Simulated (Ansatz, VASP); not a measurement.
## H2O: VASP beside Ansatz

```xyz
3
Lattice="15.0000 0.0000 0.0000 0.0000 15.5000 0.0000 0.0000 0.0000 16.0000" Properties=species:S:1:pos:R:3 pbc="T T T"
O     7.5014    7.4390    7.7520
H     8.2628    7.9275    8.1007
H     6.7358    7.8835    8.1474
```

Alike in both runs: functional PBE; dispersion D3(BJ); k mesh 1 × 1 × 1; occupations gaussian, width 0.005 eV; no spin polarisation.

Ansatz relaxed the structure, and its values are those at the end. VASP's run is a single point on that final structure, the one shown.

```csv
,VASP,Ansatz
version,VASP 6.6.1,Ansatz 0.2.0
potentials or method,"VASP PAW PBE potentials, release 64 (O, H), cutoff 520 eV","scalar-relativistic, plane waves, PAW"
valence electrons in the cell,8,8
```

|  | VASP | Ansatz | Ansatz less VASP |
| --- | --- | --- | --- |
| gap on the k mesh at the Fermi level (eV) | 6.23 | 6.25 | +0.013 |
| rms of the force components (eV/Å) | 0.068 | 0.001 | -0.0673 |
